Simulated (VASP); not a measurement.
# Si2Ge2Ir (P6/mmm) in VASP: single point with PBE

Aim: the single point of Si2Ge2Ir with PBE.

Program: VASP 6.6.1. These are calculated values, not measurements. Logs are shortened: lines on timing, memory, paths and dates and some standing lists are left out, and cuts for length are marked.

### 1 The cell of the first run

The structure is hexagonal, space group P6/mmm (No. 191). Conventional cell: a = 4.510 Å, b = 4.510 Å, c = 6.994 Å, α = 90.00°, β = 90.00°, γ = 120.00°. Within 3.0 Å of Si (site symmetry 6mm) lie 1 Ir at 2.27 Å and 1 Si at 2.45 Å and 6 Ge at 2.88 Å. Ge (site symmetry -6m2) has 3 Ge at 2.60 Å and 6 Si at 2.88 Å within 3.4 Å. Ir (site symmetry 6/mmm) has 2 Si at 2.27 Å within 3.0 Å.

The cell was built from a structure type or drawn by symmetry, and may not be a known phase.

### 2 Single point, PBE

File INCAR:

```
  ALGO = Normal
  EDIFF = 1E-6
  ENCUT = 500
  GGA = PE
  GGA_COMPAT = False
  ISIF = 2
  ISMEAR = 0
  LASPH = True
  LCHARG = False
  LREAL = False
  LWAVE = False
  NBANDS = 30
  NELM = 120
  PREC = Accurate
  SIGMA = 0.2
```

File KPOINTS:

```
k-points
0
Gamma
  5 5 2
```

File POSCAR:

```
Si2Ge2Ir
1.0
    4.5101688224      0.0000000000      0.0000000000
   -2.2550844112      3.9059207756      0.0000000000
    0.0000000000      0.0000000000      6.9943508217
Si Ge Ir
2 2 1
Direct
    0.0000000000      0.0000000000      0.6748215440
    0.0000000000      0.0000000000      0.3251784560
    0.3333333333      0.6666666667      0.5000000000
    0.6666666667      0.3333333333      0.5000000000
    0.0000000000      0.0000000000      0.0000000000
```

Potentials or basis: VASP PAW PBE potentials, release 64 (Si, Ge_d, Ir).

Started as:

```
$ cat potpaw_PBE.64/Si/POTCAR potpaw_PBE.64/Ge_d/POTCAR potpaw_PBE.64/Ir/POTCAR > POTCAR
$ mpirun -np 1 vasp_std > vasp.out
```

OUTCAR:

```text
EDIFF = 1E-6
   ENCUT = 500
   GGA = PE
   ISIF = 2
   ISMEAR = 0
   LASPH = True
   LREAL = False
   NELM = 120
   PREC = Accurate

 ion  position               nearest neighbor table
   1  0.000  0.000  0.675-   5 2.27   2 2.45   4 2.88   3 2.88   4 2.88   3 2.88   4 2.88   3 2.88

   2  0.000  0.000  0.325-   5 2.27   1 2.45   4 2.88   3 2.88   4 2.88   3 2.88   4 2.88   3 2.88

   3  0.333  0.667  0.500-   4 2.60   4 2.60   4 2.60   1 2.88   2 2.88   2 2.88   1 2.88   2 2.88
                             1 2.88
   4  0.667  0.333  0.500-   3 2.60   3 2.60   3 2.60   1 2.88   2 2.88   1 2.88   2 2.88   1 2.88
                             2 2.88
   5  0.000  0.000  0.000-   1 2.27   2 2.27

  LATTYP: Found a hexagonal cell.
 ALAT       =     4.5101688224
 C/A-ratio  =     1.5507957899

  Lattice vectors:

 A1 = (   4.5101688224,   0.0000000000,   0.0000000000)
 A2 = (  -2.2550844112,   3.9059207756,   0.0000000000)
 A3 = (   0.0000000000,   0.0000000000,   6.9943508217)

Analysis of symmetry for initial positions (statically):
=====================================================================
 Subroutine PRICEL returns:
 Original cell was already a primitive cell.

 Routine SETGRP: Setting up the symmetry group for a
 hexagonal supercell.

 Subroutine GETGRP returns: Found 24 space group operations
 (whereof 24 operations were pure point group operations)
 out of a pool of 24 trial point group operations.

The static configuration has the point symmetry D_6h.

Analysis of symmetry for dynamics (positions and initial velocities):
=====================================================================
 Subroutine PRICEL returns:
 Original cell was already a primitive cell.

 Routine SETGRP: Setting up the symmetry group for a
 hexagonal supercell.

 Subroutine GETGRP returns: Found 24 space group operations
 (whereof 24 operations were pure point group operations)
 out of a pool of 24 trial point group operations.

The dynamic configuration has the point symmetry D_6h.

 Subroutine INISYM returns: Found 24 space group operations
 (whereof 24 operations are pure point group operations),
 and found     1 'primitive' translations

----------------------------------------------------------------------------------------

                                     Primitive cell

  volume of cell :     123.2150

  direct lattice vectors                    reciprocal lattice vectors
     4.510168822  0.000000000  0.000000000     0.221721190  0.128010789  0.000000000
    -2.255084411  3.905920776  0.000000000     0.000000000  0.256021578  0.000000000
     0.000000000  0.000000000  6.994350822     0.000000000  0.000000000  0.142972525

  length of vectors
     4.510168822  4.510168822  6.994350822     0.256021578  0.256021578  0.142972525

  position of ions in fractional coordinates (direct lattice)
     0.000000000  0.000000000  0.674821544
     0.000000000  0.000000000  0.325178456
     0.333333333  0.666666667  0.500000000
     0.666666667  0.333333333  0.500000000
     0.000000000  0.000000000  0.000000000

  ion indices of the primitive-cell ions
   primitive index   ion index
                 1           1
                 2           2
                 3           3
                 4           4
                 5           5

----------------------------------------------------------------------------------------

 KPOINTS: k-points

Automatic generation of k-mesh.
 Grid dimensions read from file:
 generate k-points for:    5    5    2

 Generating k-lattice:

  Cartesian coordinates                     Fractional coordinates (reciprocal lattice)
     0.044344238  0.025602158  0.000000000     0.200000000 -0.000000000  0.000000000
     0.000000000  0.051204316  0.000000000     0.000000000  0.200000000  0.000000000
     0.000000000  0.000000000  0.071486263     0.000000000  0.000000000  0.500000000

  Length of vectors
     0.051204316  0.051204316  0.071486263

  Shift w.r.t. Gamma in fractional coordinates (k-lattice)
     0.000000000  0.000000000  0.000000000

 Subroutine IBZKPT returns following result:
 ===========================================

 Found     10 irreducible k-points:

 Following reciprocal coordinates:
            Coordinates               Weight
  0.000000  0.000000  0.000000      1.000000
  0.200000  0.000000  0.000000      6.000000
  0.400000 -0.000000  0.000000      6.000000
  0.200000  0.200000  0.000000      6.000000
  0.400000  0.200000  0.000000      6.000000
  0.000000  0.000000  0.500000      1.000000
  0.200000  0.000000  0.500000      6.000000
  0.400000 -0.000000  0.500000      6.000000
  0.200000  0.200000  0.500000      6.000000
  0.400000  0.200000  0.500000      6.000000
   k-points           NKPTS =     10   k-points in BZ     NKDIM =     10   number of bands    NBANDS=     30
   number of dos      NEDOS =    301   number of ions     NIONS =      5
   total plane-waves  NPLWV =  69984
   dimension x,y,z NGX =    36 NGY =   36 NGZ =   54
   dimension x,y,z NGXF=    72 NGYF=   72 NGZF=  108
   ions per type =               2   2   1
   NGX,Y,Z   is equivalent  to a cutoff of  13.27, 13.27, 12.84 a.u.
   NGXF,Y,Z  is equivalent  to a cutoff of  26.54, 26.54, 25.67 a.u.
 SYSTEM =  unknown system
   PREC   = accura    normal or accurate (medium, high low for compatibility)
   ISTART =      0    job   : 0-new  1-cont  2-samecut
   ICHARG =      2    charge: 1-file 2-atom 10-const
   ISPIN  =      1    spin polarized calculation?
   LNONCOLLINEAR =      F non collinear calculations
   LSORBIT =      F    spin-orbit coupling
   LASPH  =      T    aspherical Exc in radial PAW
   ENCUT  =  500.0 eV  36.75 Ry    6.06 a.u.   8.22  8.22 12.75*2*pi/ulx,y,z
   NELM   =    120;   NELMIN=  2; NELMDL= -5     # of ELM steps
   EDIFF  = 0.1E-05   stopping-criterion for ELM
   LREAL  =      F    real-space projection
   EDIFFG = 0.1E-04   stopping-criterion for IOM
   NSW    =      0    number of steps for IOM
   IBRION =     -1    ionic relax: 0-MD 1-quasi-New 2-CG
   NFREE  =      0    steps in history (QN), initial steepest desc. (CG)
   ISIF   =      2    stress and relaxation
   ISYM   =      2    0-nonsym 1-usesym 2-fastsym
   POTIM  = 0.5000    time-step for ionic-motion
   TEBEG  =    0.0;   TEEND  =   0.0 temperature during run
   PSTRESS=    0.0 pullay stress
   NELECT =      45.0000    total number of electrons
   NUPDOWN=      -1.0000    fix difference up-down
   EMIN   =  10.00;   EMAX   =-10.00  energy-range for DOS
   EFERMI =   0.00;   METHOD = LEGACY
   ISMEAR =     0;   SIGMA  =   0.20  broadening in eV -4-tet -1-fermi 0-gaus
   EFERMI_NEDOS =   21; number of points for ismear=-14 and -15
   IALGO  =     38    algorithm
   IMIX   =      4    mixing-type and parameters
     AMIX     =   0.40;   BMIX     =  1.00
     AMIX_MAG =   1.60;   BMIX_MAG =  1.00
  volume/ion in A,a.u.               =      24.64       166.30
  Fermi-wavevector in a.u.,A,eV,Ry     =   1.170194  2.211346 18.631186  1.369354
  Thomas-Fermi vector in A             =   2.306656
   LORBIT       =      0    0 simple, 1 ext, 2 COOP (PROOUT), +10 PAW based schemes
   GGA     = PE    functional components
   LHFCALC =     F    Hartree Fock is set to
   AEXX    =    0.0000 exact exchange contribution
   IVDW    =     0    specifies the selected vdW correction
   LEPSILON=     F    determine dielectric tensor
   LRPA    =     F    only Hartree local field effects (RPA)
 non-spin polarized calculation
 Gauss-broadening in eV      SIGMA  =   0.20
  energy-cutoff  :      500.00
  volume of cell :      123.22
 maximum number of plane-waves:      3158
 NGX is ok and might be reduce to    36
   NGX = 17   NGY = 17   NGZ = 25

 number of electron      45.0000022 magnetization

 Free energy of the ion-electron system (eV)
  ---------------------------------------------------
  ext. energy  EPLUGINS =         0.00000000
  ---------------------------------------------------
  free energy    TOTEN  =       -23.01267329 eV

  energy without entropy =      -22.86379143  energy(sigma->0) =      -22.93823236

 E-fermi :   3.5072     XC(G=0):  -9.2714

 val. band max:        3.5042138526   @ k =   0.2000   0.2000   0.5000
 cond. band min:       3.5641065319   @ k =   0.2000   0.0000   0.0000
 fundamental gap:      0.0598926794
 Fermi energy:         3.5072152948

 k-point     1 :       0.0000    0.0000    0.0000
  band No.  band energies     occupation
      1     -21.2545      2.00000
      2     -21.2412      2.00000
      3     -21.2412      2.00000
      4     -21.2194      2.00000
      5     -21.2194      2.00000
      6     -21.1644      2.00000
[... 22 lines left out ...]
     29       8.4222      0.00000
     30       9.0125      0.00000

 k-point     2 :       0.2000    0.0000    0.0000
  band No.  band energies     occupation
      1     -21.2696      2.00000
      2     -21.2663      2.00000
      3     -21.2481      2.00000
      4     -21.2222      2.00000
      5     -21.2151      2.00000
      6     -21.1532      2.00000
[... 22 lines left out ...]
     29       7.7009      0.00000
     30       8.6672      0.00000

 k-point     3 :       0.4000   -0.0000    0.0000
  band No.  band energies     occupation
      1     -21.2964      2.00000
      2     -21.2923      2.00000
      3     -21.2441      2.00000
      4     -21.2263      2.00000
      5     -21.2063      2.00000
      6     -21.1633      2.00000
[... 22 lines left out ...]
     29       8.1995      0.00000
     30       8.8331      0.00000

 k-point     4 :       0.2000    0.2000    0.0000
  band No.  band energies     occupation
      1     -21.3047      2.00000
      2     -21.2686      2.00000
      3     -21.2505      2.00000
      4     -21.2271      2.00000
      5     -21.2057      2.00000
      6     -21.1632      2.00000
[... 22 lines left out ...]
     29       7.7160      0.00000
     30       8.2725      0.00000

 k-point     5 :       0.4000    0.2000    0.0000
  band No.  band energies     occupation
      1     -21.3213      2.00000
      2     -21.2714      2.00000
      3     -21.2500      2.00000
      4     -21.2301      2.00000
      5     -21.1953      2.00000
      6     -21.1739      2.00000
[... 22 lines left out ...]
     29       8.1836      0.00000
     30      10.0341      0.00000

 k-point     6 :       0.0000    0.0000    0.5000
  band No.  band energies     occupation
      1     -21.2545      2.00000
      2     -21.2412      2.00000
      3     -21.2412      2.00000
      4     -21.2195      2.00000
      5     -21.2195      2.00000
      6     -21.1644      2.00000
[... 22 lines left out ...]
     29       7.1653      0.00000
     30       9.9450      0.00000

 k-point     7 :       0.2000    0.0000    0.5000
  band No.  band energies     occupation
      1     -21.2696      2.00000
      2     -21.2663      2.00000
      3     -21.2481      2.00000
      4     -21.2222      2.00000
      5     -21.2151      2.00000
      6     -21.1532      2.00000
[... 22 lines left out ...]
     29       8.1837      0.00000
     30       9.9946      0.00000

 k-point     8 :       0.4000   -0.0000    0.5000
  band No.  band energies     occupation
      1     -21.2964      2.00000
      2     -21.2923      2.00000
      3     -21.2441      2.00000
      4     -21.2263      2.00000
      5     -21.2063      2.00000
      6     -21.1633      2.00000
[... 22 lines left out ...]
     29       8.0673      0.00000
     30       9.2601      0.00000

 k-point     9 :       0.2000    0.2000    0.5000
  band No.  band energies     occupation
      1     -21.3047      2.00000
      2     -21.2686      2.00000
      3     -21.2504      2.00000
      4     -21.2271      2.00000
      5     -21.2057      2.00000
      6     -21.1632      2.00000
[... 22 lines left out ...]
     29       8.0167      0.00000
     30       8.7483      0.00000

 k-point    10 :       0.4000    0.2000    0.5000
  band No.  band energies     occupation
      1     -21.3213      2.00000
      2     -21.2714      2.00000
      3     -21.2500      2.00000
      4     -21.2302      2.00000
      5     -21.1954      2.00000
      6     -21.1739      2.00000
[... 22 lines left out ...]
     29       8.5082      0.00000
     30       9.0566      0.00000

------------------------ aborting loop because EDIFF is reached ----------------------------------------

  FORCE on cell =-STRESS in cart. coord.  units (eV):
  Direction    XX          YY          ZZ          XY          YZ          ZX
  --------------------------------------------------------------------------------------
  -------------------------------------------------------------------------------------
  Total        0.3318015      0.3318015      0.2671699      0.0000000     -0.0000000     -0.0000000
  in kB        4.3144487      4.3144487      3.4740375      0.0000000     -0.0000000     -0.0000000
  external PRESSURE =       4.0343116 kB  Pullay stress =       0.0000000 kB

 VOLUME and BASIS-vectors are now :
 -----------------------------------------------------------------------------
  energy-cutoff  :      500.00
  volume of cell :      123.22
      direct lattice vectors                 reciprocal lattice vectors
     4.510168822  0.000000000  0.000000000     0.221721190  0.128010789  0.000000000
    -2.255084411  3.905920776  0.000000000     0.000000000  0.256021578  0.000000000
     0.000000000  0.000000000  6.994350822     0.000000000  0.000000000  0.142972525

 POSITION                                       TOTAL-FORCE (eV/Angst)
 -----------------------------------------------------------------------------------
      0.00000      0.00000      4.71994         0.000000      0.000000     -0.078472
      0.00000      0.00000      2.27441        -0.000000      0.000000      0.078472
     -0.00000      2.60395      3.49718         0.000000     -0.000000      0.000000
      2.25508      1.30197      3.49718        -0.000000     -0.000000     -0.000000
      0.00000      0.00000      0.00000         0.000000      0.000000      0.000000
 -----------------------------------------------------------------------------------
    total drift:                                0.000000      0.000000     -0.000000

  FREE ENERGIE OF THE ION-ELECTRON SYSTEM (eV)
  ---------------------------------------------------
  free  energy   TOTEN  =       -23.0126732918 eV

  energy  without entropy=      -22.8637914265  energy(sigma->0) =      -22.93823236
```

It took 84 s on 1 thread of Intel Xeon 8259CL, shared host; peak memory 0.26 GiB.

Results:

```yaml
Free_energy: -23.0127 eV
Pressure: 0.4 GPa
Largest_force: 0.078 eV/Å
Band_gap_on_the_k_mesh: zero (an odd number of electrons rules out a gap without spin polarisation)
```

Forces in eV/Å, atoms in the order of the input:
```
Si   0.000  0.000 -0.078
Si   0.000  0.000  0.078
Ge   0.000  0.000  0.000
Ge   0.000  0.000  0.000
Ir   0.000  0.000  0.000
```

Stress tensor (GPa, compression positive):
```
0.43 0.00 0.00
0.00 0.43 0.00
0.00 0.00 0.35
```

Caveat: the k points lie up to 0.45 Å⁻¹ apart, too coarse for converged energies and pressures of a metal; spin-orbit coupling is left out, which moves the levels of the heavy elements.
